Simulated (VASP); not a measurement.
Runs of VASP 6.6.1 on Fe. The structure is that of space group Im-3m (No. 229), or close to it. The cells are those of the table. 

| level | potentials or basis | spin | U | cell | k mesh | cutoff (eV) | smearing | dipole correction | tolerance level | purpose | K density | gap on the mesh (eV) | pressure (GPa) | moment (μB) |
| --- | --- | --- | --- | --- | --- | --- | --- | --- | --- | --- | --- | --- | --- | --- |
| PBEsol | VASP PAW PBE potentials, release 64 (Fe) | collinear, ferromagnetic start | - | a = 2.380 Å, angles 109.5°, 1 atom | 13 × 13 × 13 | 520 | fermi-dirac 0.05 eV | no | - | - | - | none | 9.9 | (d) |
| PBEsol | VASP PAW PBE potentials, release 64 (Fe) | collinear, ferromagnetic start | - | a = 2.411 Å, angles 109.5°, 1 atom | 13 × 13 × 13 | 520 | fermi-dirac 0.05 eV | no | - | - | - | none | 0.1 | 2.07 |
| LDA | VASP PAW LDA potentials, release 64 (Fe) | non-collinear, typed start | - | a = 2.516 Å, angles 109.5°, 1 atom | 10 × 10 × 10 | 520 | gaussian 0.15 eV | no | - | - | - | none | -29.3 | 2.17 |
| PBE+U | VASP PAW PBE potentials, release 64 (Fe) | collinear, ferromagnetic start | Fe d U = 3 eV | a = 2.499 Å, angles 109.5°, 1 atom | 39 × 39 × 39 | 540 | tetrahedron 0.1 eV | - | tight | density of states | 14 × 14 × 14 | none | - | 2.79 |
| LDA | VASP PAW LDA potentials, release 64 (Fe) | non-collinear, typed start | - | a = 2.532 Å, angles 109.5°, 1 atom | 10 × 10 × 10 | 520 | gaussian 0.15 eV | no | - | - | - | none | (a) | (b) |
| PBEsol+D3(BJ) | VASP PAW PBE potentials, release 64 (Fe_sv) | collinear, ferromagnetic start | - | a = 2.499 Å, angles 109.5°, 1 atom | 13 × 13 × 13 | 690 | methfessel-paxton 0.1 eV | no | - | - | - | none | -23.3 | 2.27 |
| b88 exchange, pbe correlation | VASP PAW PBE potentials, release 64 (Fe_sv) | collinear, ferromagnetic start | - | a = 2.499 Å, angles 109.5°, 1 atom | 13 × 13 × 13 | 690 | fermi-dirac 0.05 eV | no | - | - | - | none | (c) | 2.24 |
| revPBE+U | VASP PAW PBE potentials, release 64 (Fe_sv) | collinear, ferromagnetic start | Fe d U = 4.0 eV | a = 2.596 Å, angles 109.5°, 1 atom | 13 × 13 × 13 | 690 | fermi-dirac 0.15 eV | no | - | - | - | none | -0.9 | 3.01 |

Alike in all rows: task single point.

Task: Fill in the values left out.

Result: (a) -31.0; (b) 2.20; (c) -11.4; (d) 2.01.

Caveats: the PAW data sets were made with another functional, which shifts forces and pressure a little (at least some runs); the cell stands under tension (at least some runs); the U is typed as a test and isn't derived for this compound (at least some runs); the cell stands under pressure (at least some runs); tetrahedron occupations give inexact forces and stress in metals (at least some runs).

A gap of «none» marks levels without a gap at the run's occupations.

The runs don't all hold the same shells in valence.
